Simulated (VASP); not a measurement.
Here is a VASP 6.6.1 calculation.

The input POSCAR:

```
AlRu
1.0
    2.9916000000      0.0000000000      0.0000000000
    0.0000000000      2.9916000000      0.0000000000
    0.0000000000      0.0000000000      3.0813480000
Al Ru
1 1
Direct
    0.0000000000      0.0000000000      0.0000000000
    0.5000000000      0.5000000000      0.5000000000
```

Contents of INCAR.step1:

```
PREC = Accurate ; ENCUT = 520
ISMEAR = 0 ; SIGMA = 0.15
LREAL = False ; LASPH = True
NELM = 100 ; NBANDS = 16
GGA = PE ; ALGO = Normal
EDIFF = 1E-4 ; LWAVE = True
LCHARG = False
```

Contents of INCAR.step2:

```
PREC = Accurate ; ENCUT = 520
EDIFF = 1E-6 ; ISMEAR = 0
SIGMA = 0.15 ; LREAL = False
LASPH = True ; NELM = 100
ALGO = Normal ; ISIF = 2
LWAVE = False ; LCHARG = False
METAGGA = R2SCAN ; LMIXTAU = True
NBANDS = 16 ; ISTART = 1
```

The input KPOINTS:

```
Automatic mesh
0
Gamma
  16 16 16
```

Potentials or basis: VASP PAW PBE potentials, release 64 (Al, Ru_pv).

Run with:

```console
$ cat potpaw_PBE.64/Al/POTCAR potpaw_PBE.64/Ru_pv/POTCAR > POTCAR
$ cp INCAR.step1 INCAR
$ mpirun -np 1 vasp_std > vasp.out
$ cp INCAR.step2 INCAR
$ mpirun -np 1 vasp_std > vasp.out
```

Question: Predict the band gap on the k mesh.

Answer: Zero (an odd number of electrons rules out a gap without spin polarisation).

Question: What does it give for the pressure?

Answer: -7.7 GPa.

Stress tensor (GPa, compression positive):
```
 -6.04   0.00   0.00
  0.00  -6.04   0.00
  0.00   0.00 -10.92
```

Caveat: the cell differs from its parent crystal (strain +0.000 along x and y, +0.030 along z); the cell stands under tension; the PAW data sets were made with another functional, which shifts forces and pressure a little.
